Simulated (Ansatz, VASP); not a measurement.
# Sb: VASP beside Ansatz

```
CELL_PARAMETERS angstrom
3.35453 0.00000 0.00000
-1.67727 2.90511 0.00000
0.00000 0.00000 5.47016
ATOMIC_POSITIONS crystal
Sb 0.66667 0.33333 0.75000
Sb 0.33333 0.66667 0.25000
```

Alike in both runs: task single point; functional r2SCAN-based global hybrid with a share of 0.35 of exact exchange; k mesh 5 × 5 × 3; occupations fermi-dirac, width 0.05 eV; no spin polarisation.

|  | VASP | Ansatz |
| --- | --- | --- |
| version | VASP 6.6.1 | Ansatz 0.2.0 |
| potentials or method | VASP PAW PBE potentials, release 64 (Sb) | Ansatz PAW |
| plane-wave cutoff (eV) | 520 | 500 |
| valence electrons in the cell | 10 | 30 |

VASP gave:

- gap on the k mesh at the Fermi level (eV): none
- pressure (GPa): -5.2
- traceless stress, the component that is largest in VASP (GPa): 4.07

**Question.** What did Ansatz give for the same quantities?

**Answer.** gap on the k mesh at the Fermi level (eV): none; pressure (GPa): -3.1; traceless stress, the component that is largest in VASP (GPa): 4.18.

VASP's potentials were made for PBE, not for r2SCAN-based global hybrid. A gap of «none» marks a metal or a gap that the smearing closes. VASP's potentials hold 10 valence electrons a cell and Ansatz's 30, so a difference there can come from the potentials and not from the codes.

The k mesh is coarse, so the values compare programs but aren't converged. Neither program's run includes spin-orbit coupling.
